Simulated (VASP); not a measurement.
# Mo (P2/m) in VASP: further runs

Runs on Mo. Level: PBEsol. Tasks: single point.

All numbers are computed with VASP 6.6.1; they aren't measurements. Logs are shortened: lines on timing, memory, paths and dates and some standing lists are left out, and cuts for length are marked.

### Step 1. The cell of the first run

It takes space group P2/m (No. 10, monoclinic). The conventional cell has a = 2.724 Å, b = 2.555 Å, c = 2.736 Å, α = 90.00°, β = 119.57°, γ = 90.00°. Mo (site symmetry 2/m) has 8 Mo at 2.56 to 2.75 Å within 3.4 Å.

This isn't the form of Mo at room conditions, which is bcc.

### Step 2. Single point, PBEsol

INCAR

```
ALGO     = Normal         # electronic algorithm
EDIFF    = 1E-7           # SCF threshold, eV
ENCUT    = 520            # plane-wave cutoff, eV
GGA      = PS             # functional
ISIF     = 2              # what is computed and relaxed
ISMEAR   = -1             # smearing method
LASPH    = T              # aspherical terms in the spheres
LCHARG   = F              # write CHGCAR
LREAL    = F              # projectors in reciprocal space
LWAVE    = F              # write WAVECAR
NBANDS   = 13             # bands
NELM     = 60             # most SCF steps
PREC     = Accurate       # precision mode
SIGMA    = 0.1            # smearing width, eV
```

KPOINTS

```
k-points
0
Gamma
  14 14 13
```

POSCAR

```
Mo
1.0
    2.7355104000      0.0136775520      0.0000000000
   -1.3559100925      2.3621827240      0.0000000000
    0.0000000000      0.0000000000      2.5551807000
Mo
1
Direct
    0.0000000000      0.0000000000      0.5000000000
```

Potentials or basis: VASP PAW PBE potentials, release 64 (Mo_sv).

Run with:

```console
$ cat potpaw_PBE.64/Mo_sv/POTCAR > POTCAR
$ mpirun -np 1 vasp_std > vasp.out
```

OUTCAR:

```text
EDIFF = 1E-7
   ENCUT = 520
   GGA = PS
   ISIF = 2
   ISMEAR = -1
   LASPH = T
   LREAL = F
   NELM = 60
   PREC = Accurate

 ion  position               nearest neighbor table
   1  0.000  0.000  0.500-

  Warning from LATTYP: Monoclinic adjustment (A1->A3, A2->A1, A3->A2)!
  LATTYP: Found a simple monoclinic cell.
 ALAT       =     2.7236738792
 B/A-ratio  =     0.9381375353
 C/A-ratio  =     1.0043583465
 COS(beta)  =    -0.4934813922

  Lattice vectors:

 A1 = (  -1.3559100925,   2.3621827240,   0.0000000000)
 A2 = (   0.0000000000,   0.0000000000,   2.5551807000)
 A3 = (   2.7355104000,   0.0136775520,   0.0000000000)

Analysis of symmetry for initial positions (statically):
=====================================================================
 Subroutine PRICEL returns:
 Original cell was already a primitive cell.

 Routine SETGRP: Setting up the symmetry group for a
 simple monoclinic supercell.

 Subroutine GETGRP returns: Found  4 space group operations
 (whereof  4 operations were pure point group operations)
 out of a pool of  4 trial point group operations.

The static configuration has the point symmetry C_2h.

Analysis of symmetry for dynamics (positions and initial velocities):
=====================================================================
 Subroutine PRICEL returns:
 Original cell was already a primitive cell.

 Routine SETGRP: Setting up the symmetry group for a
 simple monoclinic supercell.

 Subroutine GETGRP returns: Found  4 space group operations
 (whereof  4 operations were pure point group operations)
 out of a pool of  4 trial point group operations.

The dynamic configuration has the point symmetry C_2h.

 Subroutine INISYM returns: Found  4 space group operations
 (whereof  4 operations are pure point group operations),
 and found     1 'primitive' translations

----------------------------------------------------------------------------------------

                                     Primitive cell

  volume of cell :      16.5584

  direct lattice vectors                    reciprocal lattice vectors
     2.735510400  0.013677552  0.000000000     0.364516317  0.209235022  0.000000000
    -1.355910093  2.362182724  0.000000000    -0.002110629  0.422125760  0.000000000
     0.000000000  0.000000000  2.555180700     0.000000000  0.000000000  0.391361754

  length of vectors
     2.735544594  2.723673879  2.555180700     0.420299227  0.422131036  0.391361754
[... 79 lines left out ...]
   EDIFF  = 0.1E-06   stopping-criterion for ELM
   LREAL  =      F    real-space projection
   EDIFFG = 0.1E-05   stopping-criterion for IOM
   NSW    =      0    number of steps for IOM
   IBRION =     -1    ionic relax: 0-MD 1-quasi-New 2-CG
   NFREE  =      0    steps in history (QN), initial steepest desc. (CG)
   ISIF   =      2    stress and relaxation
   ISYM   =      2    0-nonsym 1-usesym 2-fastsym
   POTIM  = 0.5000    time-step for ionic-motion
   TEBEG  =    0.0;   TEEND  =   0.0 temperature during run
   PSTRESS=    0.0 pullay stress
   NELECT =      14.0000    total number of electrons
   NUPDOWN=      -1.0000    fix difference up-down
   EMIN   =  10.00;   EMAX   =-10.00  energy-range for DOS
   EFERMI =   0.00;   METHOD = LEGACY
   ISMEAR =    -1;   SIGMA  =   0.10  broadening in eV -4-tet -1-fermi 0-gaus
   EFERMI_NEDOS =   21; number of points for ismear=-14 and -15
   IALGO  =     38    algorithm
   IMIX   =      4    mixing-type and parameters
     AMIX     =   0.40;   BMIX     =  1.00
     AMIX_MAG =   1.60;   BMIX_MAG =  1.00
  volume/ion in A,a.u.               =      16.56       111.74
  Fermi-wavevector in a.u.,A,eV,Ry     =   1.548026  2.925344 32.604773  2.396383
  Thomas-Fermi vector in A             =   2.653035
   LORBIT       =      0    0 simple, 1 ext, 2 COOP (PROOUT), +10 PAW based schemes
   GGA     = PS    functional components
   LHFCALC =     F    Hartree Fock is set to
   AEXX    =    0.0000 exact exchange contribution
   IVDW    =     0    specifies the selected vdW correction
   LEPSILON=     F    determine dielectric tensor
   LRPA    =     F    only Hartree local field effects (RPA)
 non-spin polarized calculation
  energy-cutoff  :      520.00
  volume of cell :       16.56
 maximum number of plane-waves:       461
   NGX = 11   NGY = 11   NGZ =  9

 number of electron      14.0000002 magnetization

 Free energy of the ion-electron system (eV)
  ---------------------------------------------------
  ext. energy  EPLUGINS =         0.00000000
  ---------------------------------------------------
  free energy    TOTEN  =       -10.87868546 eV

  energy without entropy =      -10.85007170  energy(sigma->0) =      -10.86437858

 E-fermi :  11.3997     XC(G=0): -13.1174

 val. band max:       11.3984227784   @ k =   0.1429   0.4286   0.0000
 cond. band min:      11.4018966633   @ k =   0.5000  -0.0000   0.3846
 fundamental gap:      0.0034738849
 Fermi energy:        11.3996835505

 k-point     1 :       0.0000    0.0000    0.0000
  band No.  band energies     occupation
      1     -49.5145      2.00000
      2     -22.8306      2.00000
      3     -22.8066      2.00000
      4     -22.7511      2.00000
      5       4.6077      2.00000
      6       7.1223      2.00000
      7      10.4146      1.99989
      8      10.6327      1.99907
      9      15.5348      0.00000
     10      15.5760      0.00000
     11      24.4232      0.00000
     12      27.1615      0.00000
     13      31.8627      0.00000
[... 354 lines left out ...]
  band No.  band energies     occupation
      1     -49.4456      2.00000
      2     -23.2593      2.00000
      3     -22.9296      2.00000
      4     -22.7031      2.00000
      5       5.8289      2.00000
      6       7.6786      2.00000
      7       9.4732      2.00000
      8      11.8831      0.01578
      9      14.3651      0.00000
     10      15.3060      0.00000
     11      26.5609      0.00000
     12      27.8639      0.00000
     13      29.6032      0.00000

 [... further k-points ...]
[... 5 lines left out ...]
  --------------------------------------------------------------------------------------
  -------------------------------------------------------------------------------------
  Total       -0.0852515     -0.0808551     -0.7567121      0.0487242      0.0000000      0.0000000
  in kB       -8.2488732     -7.8234765    -73.2188881      4.7145176      0.0000000      0.0000000
  external PRESSURE =     -29.7637460 kB  Pullay stress =       0.0000000 kB

 VOLUME and BASIS-vectors are now :
 -----------------------------------------------------------------------------
  energy-cutoff  :      520.00
  volume of cell :       16.56
      direct lattice vectors                 reciprocal lattice vectors
     2.735510400  0.013677552  0.000000000     0.364516317  0.209235022  0.000000000
    -1.355910093  2.362182724  0.000000000    -0.002110629  0.422125760  0.000000000
     0.000000000  0.000000000  2.555180700     0.000000000  0.000000000  0.391361754

 POSITION                                       TOTAL-FORCE (eV/Angst)
 -----------------------------------------------------------------------------------
      0.00000      0.00000      1.27759         0.000000      0.000000      0.000000
 -----------------------------------------------------------------------------------
    total drift:                               -0.000000      0.000000     -0.000000

  FREE ENERGIE OF THE ION-ELECTRON SYSTEM (eV)
  ---------------------------------------------------
  free  energy   TOTEN  =       -10.8786854631 eV

  energy  without entropy=      -10.8500717004  energy(sigma->0) =      -10.86437858
```

stdout:

```text
POSCAR found type information on POSCAR Mo
 POSCAR found :  1 types and       1 ions
 scaLAPACK will be used
 -----------------------------------------------------------------------------
|                                                                             |
|                                                                             |
|     You enforced a specific xc type in the INCAR file but a different       |
|     I HOPE YOU KNOW WHAT YOU ARE DOING!                                     |
|                                                                             |
 -----------------------------------------------------------------------------

 LDA part: xc-table for (Slater+PW92), standard interpolation
 POSCAR, INCAR and KPOINTS ok, starting setup
 FFT: planning ... GRIDC
 FFT: planning ... GRID_SOFT
 FFT: planning ... GRID
 WAVECAR not read
 entering main loop
```

Run time: 37 s. Hardware: 1 thread of Intel Xeon 6975P-C (Granite Rapids), shared host; peak memory 0.24 GiB.

What came out:

- Free energy: -10.8787 eV
- Pressure: -3.0 GPa
- Band gap on the k mesh: zero (bands 7 and 8 overlap by 1.78 eV)

Stress tensor (GPa, compression positive):
```
-0.82  0.47  0.00
 0.47 -0.78  0.00
 0.00  0.00 -7.32
```

Levels at points of the mesh, in eV from the Fermi level:
| k point | band 3 | band 4 | band 5 | band 6 | band 7 | band 8 | band 9 | band 10 | band 11 | band 12 |
| --- | --- | --- | --- | --- | --- | --- | --- | --- | --- | --- |
| (0.00, 0.00, 0.00) | -34.21 | -34.15 | -6.79 | -4.28 | -0.99 | -0.77 | 4.14 | 4.18 | 13.02 | 15.76 |
| (0.50, 0.00, 0.00) | -34.52 | -34.00 | -4.90 | -3.11 | 1.00 | 1.02 | 3.52 | 4.44 | 10.10 | 13.59 |
| (0.00, 0.50, 0.00) | -34.54 | -33.99 | -4.91 | -3.09 | 1.01 | 1.07 | 3.48 | 4.46 | 10.19 | 13.45 |
| (0.50, 0.50, 0.00) | -34.56 | -33.99 | -4.92 | -3.06 | 1.00 | 1.13 | 3.44 | 4.49 | 10.27 | 13.31 |

Caveat: the stress differs along the axes, from -7 to -1 GPa; the PAW data sets were made with another functional, which shifts forces and pressure a little.

[end of part 1 of 2]
